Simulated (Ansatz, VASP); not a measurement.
## One calculation of TaN, two programs

```xyz
2
Lattice="2.9380 0.0000 0.0000 -1.4690 2.5953 0.0000 0.0000 0.0000 2.8830" Properties=species:S:1:pos:R:3 pbc="T T T"
Ta    0.0000    1.7302    1.4415
N     0.0000    0.0000    0.0000
```

Change from the starting cell: strain +0.0200 x Voigt [0, 1, 0, 0, 0, 0], atoms carried along.

Alike in both runs: task single point; functional PBEsol; k mesh 18 × 18 × 16; occupations gaussian, width 0.15 eV; no spin polarisation.

```csv
,VASP,Ansatz
version,VASP 6.6.1,Ansatz 0.2.0
potentials or method,"VASP PAW PBE potentials, release 64 (Ta_pv, N), cutoff 520 eV","scalar-relativistic, plane waves, PAW"
valence electrons in the cell,16,18
```

Ansatz gave:

* gap on the k mesh at the Fermi level (eV): none
* pressure (GPa): -11.0
* traceless stress, the component that is largest in VASP (GPa): -5.87
* rms of the force components (eV/Å): 0.010

Problem. Estimate VASP's values.

Solution. gap on the k mesh at the Fermi level (eV): none; pressure (GPa): -10.3; traceless stress, the component that is largest in VASP (GPa): -5.94; rms of the force components (eV/Å): 0.011.

VASP's potentials were made for PBE, not for PBEsol. Atom by atom the forces differ by 0.001 eV/Å (rms over components). A gap of «none» marks a metal or a gap that the smearing closes. VASP's potentials hold 16 valence electrons a cell and Ansatz's 18, so a difference there can come from the potentials and not from the codes.

Spin-orbit coupling is off throughout.
